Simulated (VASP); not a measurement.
Crystal: Al2Pt.

```
CELL_PARAMETERS angstrom
0.00000 2.91506 2.91506
2.91506 0.00000 2.91506
2.91506 2.91506 0.00000
ATOMIC_POSITIONS crystal
Pt 0.00000 0.00000 0.00000
Al 0.75000 0.75000 0.75000
Al 0.25000 0.25000 0.25000
```

This cell differs from its parent crystal: volume scaled by 0.96.

Base run:

* Program: VASP 6.6.1
* Functional: PBEsol
* Potentials or basis: VASP PAW PBE potentials, release 64 (Pt, Al)
* Cutoff: 520 eV
* k mesh: 8 × 8 × 8
* Occupations: fermi-dirac, width 0.05 eV
* Spin: no spin polarisation

Its results: band gap on the k mesh zero (band 8 reaches 12.10 eV, above the bottom of band 9 at 6.60 eV); pressure 5.1 GPa.

**Question.** The run is repeated on the same cell with these changes: functional from PBEsol to r2SCAN; further incar settings from ALGO = Fast; EDIFF = 1e-07; NBANDS = 15 to ALGO = Normal; EDIFF = 1e-07; NBANDS = 15. What comes out?

**Answer.** Band gap on the k mesh zero (band 8 reaches 12.29 eV, above the bottom of band 9 at 6.50 eV); pressure 5.6 GPa.

Caveats: the PAW data sets were made with another functional, which shifts forces and pressure a little; spin-orbit coupling is left out, which moves the levels of the heavy elements.
